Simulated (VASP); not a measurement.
# Al4FeCo3 in VASP: a series of runs, part 2 of 2

VASP 6.6.1.

### Step 4. Single point, PBE, collinear spin, ferromagnetic start

Contents of INCAR:

```
SYSTEM = Al4FeCo3
  PREC = Accurate
  ENCUT = 520
  EDIFF = 1E-6
  ISMEAR = 0
  SIGMA = 0.1
  LREAL = .False.
  LASPH = .True.
  NELM = 150
  ALGO = Normal
  ISIF = 2
  LWAVE = .False.
  LCHARG = .True.
  ISPIN = 2
  MAGMOM = 0 0 0 0 4 3 3 3
  LORBIT = 11
  LMAXMIX = 4
  GGA = PE
  LELF = .True.
  LVHAR = .True.
  NBANDS = 38
```

Contents of KPOINTS:

```
regular mesh
0
Gamma
  4 4 4
  0 0 0
```

Contents of POSCAR:

```
Al4FeCo3
1.0
   -2.8541907000      2.8541907000      2.8541907000
    2.8541907000     -2.8541907000      2.8541907000
    2.8541907000      2.8541907000     -2.8541907000
Al Fe Co
4 1 3
Direct
    0.0000000000      0.5000000000      0.0000000000
    0.5000000000      0.5000000000      0.5000000000
    0.0000000000      0.0000000000      0.5000000000
    0.5000000000      0.0000000000      0.0000000000
    0.0000000000      0.0000000000      0.0000000000
    0.5000000000      0.0000000000      0.5000000000
    0.5000000000      0.5000000000      0.0000000000
    0.0000000000      0.5000000000      0.5000000000
```

Potentials or basis: VASP PAW PBE potentials, release 64 (Al, Fe, Co).

Launch:

```
$ cat potpaw_PBE.64/Al/POTCAR potpaw_PBE.64/Fe/POTCAR potpaw_PBE.64/Co/POTCAR > POTCAR
$ mpirun -np 1 vasp_std > vasp.out
```

OUTCAR:

```text
SYSTEM = Al4FeCo3
   PREC = Accurate
   ENCUT = 520
   EDIFF = 1E-6
   ISMEAR = 0
   LREAL = .False.
   LASPH = .True.
   NELM = 150
   ISIF = 2
   ISPIN = 2
   LORBIT = 11
   GGA = PE

 ion  position               nearest neighbor table
   1  0.000  0.500  0.000-   5 2.47   6 2.47   7 2.47   8 2.47   8 2.47   5 2.47   7 2.47   6 2.47
                             4 2.85   3 2.85   2 2.85   2 2.85   4 2.85   3 2.85
   2  0.500  0.500  0.500-   5 2.47   6 2.47   7 2.47   8 2.47   7 2.47   6 2.47   8 2.47   5 2.47
                             4 2.85   4 2.85   1 2.85   1 2.85   3 2.85   3 2.85
   3  0.000  0.000  0.500-   5 2.47   6 2.47   7 2.47   8 2.47   5 2.47   8 2.47   6 2.47   7 2.47
                             4 2.85   1 2.85   1 2.85   4 2.85   2 2.85   2 2.85
   4  0.500  0.000  0.000-   5 2.47   6 2.47   7 2.47   8 2.47   6 2.47   7 2.47   5 2.47   8 2.47
                             3 2.85   2 2.85   1 2.85   3 2.85   1 2.85   2 2.85
   5  0.000  0.000  0.000-   1 2.47   2 2.47   3 2.47   4 2.47   3 2.47   1 2.47   4 2.47   2 2.47
                             7 2.85   8 2.85   8 2.85   6 2.85   7 2.85   6 2.85
   6  0.500  0.000  0.500-   1 2.47   2 2.47   3 2.47   4 2.47   4 2.47   2 2.47   3 2.47   1 2.47
                             7 2.85   7 2.85   8 2.85   5 2.85   8 2.85   5 2.85
   7  0.500  0.500  0.000-   1 2.47   2 2.47   3 2.47   4 2.47   2 2.47   4 2.47   1 2.47   3 2.47
                             6 2.85   6 2.85   8 2.85   8 2.85   5 2.85   5 2.85
   8  0.000  0.500  0.500-   1 2.47   2 2.47   3 2.47   4 2.47   1 2.47   3 2.47   2 2.47   4 2.47
                             6 2.85   5 2.85   7 2.85   7 2.85   6 2.85   5 2.85

  LATTYP: Found a body centered cubic cell.
 ALAT       =     5.7083814000

  Lattice vectors:

 A1 = (  -2.8541907000,   2.8541907000,   2.8541907000)
 A2 = (   2.8541907000,  -2.8541907000,   2.8541907000)
 A3 = (   2.8541907000,   2.8541907000,  -2.8541907000)

Analysis of symmetry for initial positions (statically):
=====================================================================
 Subroutine PRICEL returns:
 Original cell was already a primitive cell.

 Routine SETGRP: Setting up the symmetry group for a
 body centered cubic supercell.

 Subroutine GETGRP returns: Found 48 space group operations
 (whereof 48 operations were pure point group operations)
 out of a pool of 48 trial point group operations.

The static configuration has the point symmetry O_h .

Analysis of symmetry for dynamics (positions and initial velocities):
=====================================================================
 Subroutine PRICEL returns:
 Original cell was already a primitive cell.

 Routine SETGRP: Setting up the symmetry group for a
 body centered cubic supercell.

 Subroutine GETGRP returns: Found 48 space group operations
 (whereof 48 operations were pure point group operations)
 out of a pool of 48 trial point group operations.

The dynamic configuration has the point symmetry O_h .

Analysis of structural, dynamic, and magnetic symmetry:
=====================================================================
 Subroutine PRICEL returns:
 Original cell was already a primitive cell.

 Routine SETGRP: Setting up the symmetry group for a
 body centered cubic supercell.

 Subroutine GETGRP returns: Found 48 space group operations
 (whereof 48 operations were pure point group operations)
 out of a pool of 48 trial point group operations.

The overall configuration has the point symmetry O_h .

 Subroutine INISYM returns: Found 48 space group operations
 (whereof 48 operations are pure point group operations),
[... 109 lines left out ...]
   IMIX   =      4    mixing-type and parameters
     AMIX     =   0.40;   BMIX     =  1.00
     AMIX_MAG =   1.60;   BMIX_MAG =  1.00
  volume/ion in A,a.u.               =      11.63        78.45
  Fermi-wavevector in a.u.,A,eV,Ry     =   1.303981  2.464166 23.134876  1.700365
  Thomas-Fermi vector in A             =   2.434947
   LORBIT       =     11    0 simple, 1 ext, 2 COOP (PROOUT), +10 PAW based schemes
   GGA     = PE    functional components
   LHFCALC =     F    Hartree Fock is set to
   AEXX    =    0.0000 exact exchange contribution
   IVDW    =     0    specifies the selected vdW correction
   LEPSILON=     F    determine dielectric tensor
   LRPA    =     F    only Hartree local field effects (RPA)
 spin polarized calculation
 Gauss-broadening in eV      SIGMA  =   0.10
  energy-cutoff  :      520.00
  volume of cell :       93.01
 maximum number of plane-waves:      2528
 NGX is ok and might be reduce to    40
   NGX = 19   NGY = 19   NGZ = 19

 number of electron      46.9999981 magnetization      -0.0130386

 number of electron      46.9999981 magnetization       0.0010699

 Free energy of the ion-electron system (eV)
  ---------------------------------------------------
  ext. energy  EPLUGINS =         0.00000000
  ---------------------------------------------------
  free energy    TOTEN  =       -48.82937633 eV

  energy without entropy =      -48.82489974  energy(sigma->0) =      -48.82713804

 E-fermi :   9.6472     XC(G=0): -12.2434

 val. band max:        9.4993905439   @ k =   0.5000   0.5000   0.5000
 cond. band min:       9.7150520442   @ k =   0.5000   0.0000   0.0000
 fundamental gap:      0.2156615003
 Fermi energy:         9.6471673432

 spin component 1

 k-point     1 :       0.0000    0.0000    0.0000
  band No.  band energies     occupation
      1      -0.9705      1.00000
      2       4.8020      1.00000
      3       4.8020      1.00000
      4       4.8020      1.00000
      5       6.9812      1.00000
      6       6.9812      1.00000
[... 293 lines left out ...]
     34      18.4192      0.00000
     35      18.4192      0.00000
 Fermi energy:         9.6471673432

 spin component 2

 k-point     1 :       0.0000    0.0000    0.0000
  band No.  band energies     occupation
      1      -0.9706      1.00000
      2       4.8021      1.00000
      3       4.8021      1.00000
      4       4.8021      1.00000
      5       6.9812      1.00000
      6       6.9812      1.00000
[... 293 lines left out ...]
     34      18.4191      0.00000
     35      18.4191      0.00000
 [bands above 35 left out]

------------------------ aborting loop because EDIFF is reached ----------------------------------------

  FORCE on cell =-STRESS in cart. coord.  units (eV):
  Direction    XX          YY          ZZ          XY          YZ          ZX
  --------------------------------------------------------------------------------------
  -------------------------------------------------------------------------------------
  Total       -0.1178348     -0.1178348     -0.1178348     -0.0000000     -0.0000000     -0.0000000
  in kB       -2.0299028     -2.0299028     -2.0299028     -0.0000000     -0.0000000     -0.0000000
  external PRESSURE =      -2.0299028 kB  Pullay stress =       0.0000000 kB

 VOLUME and BASIS-vectors are now :
 -----------------------------------------------------------------------------
  energy-cutoff  :      520.00
  volume of cell :       93.01
      direct lattice vectors                 reciprocal lattice vectors
    -2.854190700  2.854190700  2.854190700     0.000000000  0.175181007  0.175181007
     2.854190700 -2.854190700  2.854190700     0.175181007  0.000000000  0.175181007
     2.854190700  2.854190700 -2.854190700     0.175181007  0.175181007  0.000000000

 POSITION                                       TOTAL-FORCE (eV/Angst)
 -----------------------------------------------------------------------------------
      1.42710     -1.42710      1.42710        -0.000000     -0.000000      0.000000
      1.42710      1.42710      1.42710        -0.000000     -0.000000      0.000000
      1.42710      1.42710     -1.42710        -0.000000     -0.000000     -0.000000
     -1.42710      1.42710      1.42710        -0.000000     -0.000000      0.000000
      0.00000      0.00000      0.00000         0.000000     -0.000000      0.000000
      0.00000      2.85419      0.00000         0.000000     -0.000000     -0.000000
      0.00000      0.00000      2.85419        -0.000000      0.000000     -0.000000
      2.85419      0.00000      0.00000        -0.000000      0.000000      0.000000
 -----------------------------------------------------------------------------------
    total drift:                               -0.000000     -0.000000      0.000000

  FREE ENERGIE OF THE ION-ELECTRON SYSTEM (eV)
  ---------------------------------------------------
  free  energy   TOTEN  =       -48.8293763281 eV

  energy  without entropy=      -48.8248997442  energy(sigma->0) =      -48.82713804

 total charge

# of ion       s       p       d       tot
------------------------------------------
    1        0.397   0.431   0.000   0.827
    2        0.397   0.431   0.000   0.827
    3        0.397   0.431   0.000   0.827
    4        0.397   0.431   0.000   0.827
    5        0.423   0.510   6.541   7.475
    6        0.437   0.500   7.503   8.440
    7        0.437   0.500   7.503   8.440
    8        0.437   0.500   7.503   8.440
--------------------------------------------------
tot          3.322   3.732  29.049  36.103

 magnetization (x)

# of ion       s       p       d       tot
------------------------------------------
    1       -0.000  -0.000   0.000  -0.000
    2       -0.000  -0.000   0.000  -0.000
    3       -0.000  -0.000   0.000  -0.000
    4       -0.000  -0.000   0.000  -0.000
    5        0.000   0.000   0.001   0.001
    6       -0.000  -0.000  -0.000  -0.000
    7       -0.000  -0.000  -0.000  -0.000
    8       -0.000  -0.000  -0.000  -0.000
--------------------------------------------------
tot         -0.000  -0.000   0.001   0.000
```

It took 62 s on 1 thread of AMD EPYC 9R45 (Zen 5), shared host; peak memory 0.27 GiB.

Results:

```
Free energy                                           : -48.8294 eV
Pressure                                              : -0.2 GPa
Net moment                                            : 0.00 μB per cell
Valence electrons inside the program's atomic spheres : Al 0.83; Fe 7.47; Co 8.44
```

Caveat: the k points lie up to 0.39 Å⁻¹ apart; the moments typed at the start vanished in this run.

### Step 5. Single point, PBE

Contents of INCAR:

```
SYSTEM = Al4FeCo3
  PREC = Accurate
  ENCUT = 520
  EDIFF = 1E-6
  ISMEAR = 0
  SIGMA = 0.1
  LREAL = .FALSE.
  LASPH = .TRUE.
  NELM = 60
  ALGO = Fast
  ISIF = 2
  LWAVE = .FALSE.
  LCHARG = .FALSE.
  GGA = PE
  NBANDS = 34
```

Contents of KPOINTS:

```
Automatic mesh
0
G
  10 10 10
  0 0 0
```

POSCAR is that of step 4.

Potentials or basis: VASP PAW PBE potentials, release 64 (Al, Fe, Co).

Launch:

```
$ cat potpaw_PBE.64/Al/POTCAR potpaw_PBE.64/Fe/POTCAR potpaw_PBE.64/Co/POTCAR > POTCAR
$ mpirun -np 1 vasp_std > vasp.out
```

OUTCAR:

```text
SYSTEM = Al4FeCo3
   PREC = Accurate
   ENCUT = 520
   EDIFF = 1E-6
   ISMEAR = 0
   LREAL = .FALSE.
   LASPH = .TRUE.
   NELM = 60
   ISIF = 2
   GGA = PE

 ion  position               nearest neighbor table
   1  0.000  0.500  0.000-   5 2.47   6 2.47   7 2.47   8 2.47   8 2.47   5 2.47   7 2.47   6 2.47
                             4 2.85   3 2.85   2 2.85   2 2.85   4 2.85   3 2.85
   2  0.500  0.500  0.500-   5 2.47   6 2.47   7 2.47   8 2.47   7 2.47   6 2.47   8 2.47   5 2.47
                             4 2.85   4 2.85   1 2.85   1 2.85   3 2.85   3 2.85
   3  0.000  0.000  0.500-   5 2.47   6 2.47   7 2.47   8 2.47   5 2.47   8 2.47   6 2.47   7 2.47
                             4 2.85   1 2.85   1 2.85   4 2.85   2 2.85   2 2.85
   4  0.500  0.000  0.000-   5 2.47   6 2.47   7 2.47   8 2.47   6 2.47   7 2.47   5 2.47   8 2.47
[... 1113 lines left out ...]

 VOLUME and BASIS-vectors are now :
 -----------------------------------------------------------------------------
  energy-cutoff  :      520.00
  volume of cell :       93.01
      direct lattice vectors                 reciprocal lattice vectors
    -2.854190700  2.854190700  2.854190700     0.000000000  0.175181007  0.175181007
     2.854190700 -2.854190700  2.854190700     0.175181007  0.000000000  0.175181007
     2.854190700  2.854190700 -2.854190700     0.175181007  0.175181007  0.000000000

 POSITION                                       TOTAL-FORCE (eV/Angst)
 -----------------------------------------------------------------------------------
      1.42710     -1.42710      1.42710        -0.000000     -0.000000     -0.000000
      1.42710      1.42710      1.42710        -0.000000     -0.000000     -0.000000
      1.42710      1.42710     -1.42710        -0.000000     -0.000000     -0.000000
     -1.42710      1.42710      1.42710        -0.000000     -0.000000     -0.000000
      0.00000      0.00000      0.00000        -0.000000     -0.000000     -0.000000
      0.00000      2.85419      0.00000         0.000000     -0.000000      0.000000
      0.00000      0.00000      2.85419        -0.000000      0.000000     -0.000000
      2.85419      0.00000      0.00000        -0.000000      0.000000     -0.000000
 -----------------------------------------------------------------------------------
    total drift:                               -0.000000     -0.000000      0.000000

  FREE ENERGIE OF THE ION-ELECTRON SYSTEM (eV)
  ---------------------------------------------------
  free  energy   TOTEN  =       -48.7736831987 eV

  energy  without entropy=      -48.7622016025  energy(sigma->0) =      -48.76794240
```

stdout:

```text
POSCAR found type information on POSCAR AlFeCo
 POSCAR found :  3 types and       8 ions
 scaLAPACK will be used
 LDA part: xc-table for (Slater+PW92), standard interpolation
 POSCAR, INCAR and KPOINTS ok, starting setup
 FFT: planning ... GRIDC
 FFT: planning ... GRID_SOFT
 FFT: planning ... GRID
 WAVECAR not read
 entering main loop
```

It took 2.1 min on 1 thread of AMD EPYC 9R45 (Zen 5), shared host; peak memory 0.3 GiB.

Results:

* Free energy: -48.7737 eV
* Pressure: 0.0 GPa
* Band gap on the k mesh: zero (an odd number of electrons rules out a gap without spin polarisation)

Caveat: the run has no spin polarisation, though such a crystal can be magnetic. Spin polarisation is off, so any magnetic state and its effect on volume and gap are missing.

### Step 6. Single point, PBE

Contents of INCAR:

```
SYSTEM = Al4FeCo3
  PREC = Accurate
  ENCUT = 520
  EDIFF = 1E-7
  ISMEAR = 0
  SIGMA = 0.2
  LREAL = .FALSE.
  LASPH = .TRUE.
  NELM = 80
  ALGO = Fast
  ISIF = 2
  LWAVE = .FALSE.
  LCHARG = .TRUE.
  GGA = PE
  LELF = .TRUE.
  LVHAR = .TRUE.
  NBANDS = 34
```

Contents of KPOINTS:

```
Automatic mesh
0
G
  6 6 6
  0 0 0
```

Contents of POSCAR:

```
Al4FeCo3
1.0
   -2.8544385400      2.8548864808      2.8544449755
    2.8540872366     -2.8551376018      2.8543458408
    2.8539564603      2.8546524831     -2.8546970550
Al Fe Co
4 1 3
Direct
   -0.0000069125      0.5000178099      1.0000276384
    0.5000079925      0.4999937036      0.5000072888
    0.9999989358      0.9999821226      0.4999622365
    0.4999825375     -0.0000055660     -0.0000098284
    0.0000107671      0.0000270904     -0.0000062128
    0.5000269411      0.0000076293      0.5000060750
    0.4999879900      0.5000065028      0.0000084688
   -0.0000082515      0.4999707073      0.5000043338
```

Potentials or basis: VASP PAW PBE potentials, release 64 (Al, Fe, Co).

Launch:

```
$ cat potpaw_PBE.64/Al/POTCAR potpaw_PBE.64/Fe/POTCAR potpaw_PBE.64/Co/POTCAR > POTCAR
$ mpirun -np 1 vasp_std > vasp.out
```

OUTCAR:

```text
SYSTEM = Al4FeCo3
   PREC = Accurate
   ENCUT = 520
   EDIFF = 1E-7
   ISMEAR = 0
   LREAL = .FALSE.
   LASPH = .TRUE.
   NELM = 80
   ISIF = 2
   GGA = PE

 ion  position               nearest neighbor table
   1  1.000  0.500  0.000-   6 2.47   6 2.47   8 2.47   5 2.47   8 2.47   7 2.47   5 2.47   7 2.47
                             3 2.85   3 2.85   4 2.85   4 2.85   2 2.85   2 2.85
   2  0.500  0.500  0.500-   5 2.47   5 2.47   7 2.47   7 2.47   6 2.47   8 2.47   6 2.47   8 2.47
                             4 2.85   4 2.85   3 2.85   3 2.85   1 2.85   1 2.85
   3  1.000  1.000  0.500-   7 2.47   7 2.47   5 2.47   8 2.47   5 2.47   6 2.47   6 2.47   8 2.47
                             1 2.85   2 2.85   1 2.85   2 2.85   4 2.85   4 2.85
   4  0.500  1.000  1.000-   8 2.47   8 2.47   6 2.47   6 2.47   5 2.47   7 2.47   7 2.47   5 2.47
[... 1118 lines left out ...]

 VOLUME and BASIS-vectors are now :
 -----------------------------------------------------------------------------
  energy-cutoff  :      520.00
  volume of cell :       93.03
      direct lattice vectors                 reciprocal lattice vectors
    -2.854438540  2.854886481  2.854444975     0.000025665  0.175153226  0.175176150
     2.854087237 -2.855137602  2.854345841     0.175202151  0.000022527  0.175179226
     2.853956460  2.854652483 -2.854697055     0.175206259  0.175160284  0.000018487

 POSITION                                       TOTAL-FORCE (eV/Angst)
 -----------------------------------------------------------------------------------
     -1.42725      1.42733      4.28157        -0.000554     -0.000215      0.000525
      1.42678      1.42726      1.42703         0.000495     -0.000171      0.000218
      1.42647      1.42702      4.28150         0.000727      0.000943     -0.000325
      4.28083      1.42690      1.42683        -0.000326      0.000203      0.000373
      2.85399      2.85459     -2.85457        -0.000526      0.000075     -0.001123
     -0.00028      2.85484     -0.00004         0.000227     -0.000308     -0.000666
     -0.00010     -0.00015      2.85436        -0.000709     -0.000130      0.000001
     -0.00046      2.85472      2.85415         0.000667     -0.000399      0.000997
 -----------------------------------------------------------------------------------
    total drift:                               -0.000000      0.000002     -0.000002

  FREE ENERGIE OF THE ION-ELECTRON SYSTEM (eV)
  ---------------------------------------------------
  free  energy   TOTEN  =       -48.7960481880 eV

  energy  without entropy=      -48.7431611174  energy(sigma->0) =      -48.76960465
```

Run time: 6.2 min. Hardware: 1 thread of AMD EPYC 9R45 (Zen 5), shared host; peak memory 0.44 GiB.

Results:

```yaml
Free_energy: -48.7960 eV
Pressure: 0.0 GPa
Band_gap_on_the_k_mesh: zero (an odd number of electrons rules out a gap without spin polarisation)
```

Caveat: the run has no spin polarisation, though such a crystal can be magnetic. Spin polarisation is off, so any magnetic state and its effect on volume and gap are missing.

### Step 7. Overview

```csv
k mesh,smearing,gap on the mesh (eV),pressure (GPa)
4 × 4 × 4,gaussian 0.1 eV,none,-0.2
6 × 6 × 6,gaussian 0.2 eV,none,0.0
10 × 10 × 10,gaussian 0.1 eV,none,0.0
```

Alike in all rows: task single point; level PBE; potentials or basis VASP PAW PBE potentials, release 64 (Al, Fe, Co); no spin polarisation; cell a = 4.944 Å, angles 109.5°, 8 atoms; cutoff (eV) 520.

Caveats: some runs use coarse meshes; the run has no spin polarisation, though such a crystal can be magnetic.

Total energies depend on the potentials used, so only differences within one code and one set of settings carry meaning.

The gap in the log of VASP goes by the Fermi energy; the results here count the filled bands.